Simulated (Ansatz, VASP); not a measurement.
In: VASP beside Ansatz

```
In
1.0
    -1.63220    1.63220    2.52080
     1.63220   -1.63220    2.52080
     1.63220    1.63220   -2.52080
In
1
Direct
  0.00000 0.00000 0.00000
```

Alike in both runs: task single point; functional PBE; k mesh 8 × 8 × 8; occupations fermi-dirac, width 0.1 eV; no spin polarisation.

|  | VASP | Ansatz |
| --- | --- | --- |
| version | VASP 6.6.1 | Ansatz 0.2.0 |
| potentials or method | VASP PAW PBE potentials, release 64 (In_d) | plane waves, PAW |
| plane-wave cutoff (eV) | 520 | 420 |
| valence electrons in the cell | 13 | 13 |

```csv
,VASP,Ansatz,Ansatz less VASP
pressure (GPa),0.8,0.8,+0.04
"traceless stress, the component that is largest in VASP (GPa)",1.71,1.71,0.000
```

The functional is the same, so the differences come from potentials, cutoffs and numerics.
